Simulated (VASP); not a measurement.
Wanted: the native input for a VASP 6.6.1 run.

* Task: single point
* Functional: PBE
* Dispersion: D3(BJ)
* Potentials or basis: VASP PAW PBE potentials, release 64 (Al)
* Cutoff: 520 eV
* k mesh: 26 × 26 × 26
* Occupations: gaussian, width 0.15 eV
* Spin: no spin polarisation
* Dipole correction: no
* Further INCAR settings: ALGO = Fast; EDIFF = 1e-06; NBANDS = 8

The structure of Al lies in POSCAR:

```
Al
1.0
    0.0000000000      2.0710173426      1.8320538030
    2.0710173426      0.0000000000      1.8320538030
    2.0710173426      2.0710173426      0.0000000000
Al
1
Direct
    0.0000000000      0.0000000000      0.0000000000
```

This cell differs from its parent crystal: strain +0.040 along x and y, -0.080 along z.

One way to write it, as run:

INCAR

```
SYSTEM = Al
PREC = Accurate
ENCUT = 520
EDIFF = 1E-6
ISMEAR = 0
SIGMA = 0.15
LREAL = .FALSE.
LASPH = .TRUE.
NELM = 100
ALGO = Fast
ISIF = 2
LWAVE = .FALSE.
LCHARG = .FALSE.
GGA = PE
IVDW = 12
NBANDS = 8
```

KPOINTS

```
regular mesh
0
G
  26 26 26
  0 0 0
```

Potentials or basis: VASP PAW PBE potentials, release 64 (Al).

Run with:

```sh
$ cat potpaw_PBE.64/Al/POTCAR > POTCAR
$ mpirun -np 1 vasp_std > vasp.out
```

Results of the run:

```
Pressure                   : 1.3 GPa
Dispersion energy per atom : -0.354 eV
```

Caveat: the cell differs from its parent crystal (strain +0.040 along x and y, -0.080 along z); pairwise dispersion overbinds metals, which lowers pressure and volume.

Wall time 89 s on 1 thread of AMD EPYC 9R45 96-Core Processor (Zen 5), with other jobs on the host, peak memory 0.23 GiB.
